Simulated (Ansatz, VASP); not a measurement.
# TiBMoC2: VASP beside Ansatz

File INCAR:

```
ALGO = Normal
EDIFF = 1E-6
EDIFFG = -0.04
ENCUT = 600
GGA = PE
IBRION = 2
ISIF = 3
ISMEAR = 0
LASPH = True
LCHARG = False
LREAL = False
LWAVE = False
NELM = 60
NSW = 90
PREC = Accurate
SIGMA = 0.1
```

File KPOINTS:

```
k-points
0
Gamma
  6 6 6
```

The input POSCAR:

```
TiBMoC2
1.0
   -1.8874083100      1.8874083100      4.6502727700
    1.8874083100     -1.8874083100      4.6502727700
    1.8874083100      1.8874083100     -4.6502727700
Ti B Mo C
1 1 1 2
Direct
    0.0000000000      0.0000000000      0.0000000000
    0.7500000000      0.2500000000      0.5000000000
    0.2500000000      0.7500000000      0.5000000000
    0.6220780000      0.6220780000      0.0000000000
    0.3779220000      0.3779220000      0.0000000000
```

Input for Ansatz:

```yaml
crystal:
  lattice:
    - [-1.88740831, 1.88740831, 4.65027277]
    - [1.88740831, -1.88740831, 4.65027277]
    - [1.88740831, 1.88740831, -4.65027277]
  atoms:
    - { symbol: Ti, position: [0.0, 0.0, 0.0] }
    - { symbol: B, position: [0.75, 0.25, 0.5] }
    - { symbol: Mo, position: [0.25, 0.75, 0.5] }
    - { symbol: C, position: [0.622078, 0.622078, 0.0] }
    - { symbol: C, position: [0.377922, 0.377922, 0.0] }
basis:
  ecutwfc: 420
kpoints:
  mp_grid: { grid: [6, 6, 6] }
hamiltonian:
  xc: pbe
scf:
  occupations: { method: gaussian, width: 0.1 }
  lower_state_search: "off"
output:
  forces: true
  stress: true
  eigenvalues: true
relax:
  adjacent_minimum: "off"
  f_tol: 0.04
  max_steps: 70
  cell: { stress_tol: 0.4 }
```

Change from the starting cell: species swapped into the YCuSi2Ni type (I-4m2, No. 119).

Alike in both runs: task relaxation of cell and atoms; functional PBE; k mesh 6 × 6 × 6; occupations gaussian, width 0.1 eV; no spin polarisation.

|  | VASP | Ansatz |
| --- | --- | --- |
| version | VASP 6.6.1 | Ansatz 0.2.0 |
| potentials or method | VASP PAW PBE potentials, release 64 (Ti_sv, B, Mo_sv, C), cutoff 600 eV | scalar-relativistic, plane waves, PAW |
| valence electrons in the cell | 37 | 37 |

|  | VASP | Ansatz | Ansatz less VASP |
| --- | --- | --- | --- |
| gap on the k mesh at the Fermi level, each at its own relaxed structure (eV) | none | none | - |
| relaxed volume (Å³/atom) | 9.31 | 9.31 | +0.009 |
| relaxed cell length with the largest relative difference (Å) | 5.316 | 5.323 | +0.0072 |

A gap of «none» marks a metal or a gap that the smearing closes.

The k mesh is coarse, so the values compare programs but aren't converged. Noted on VASP's run: the volume moved by over 15 % at a fixed basis, so the end points are rough.
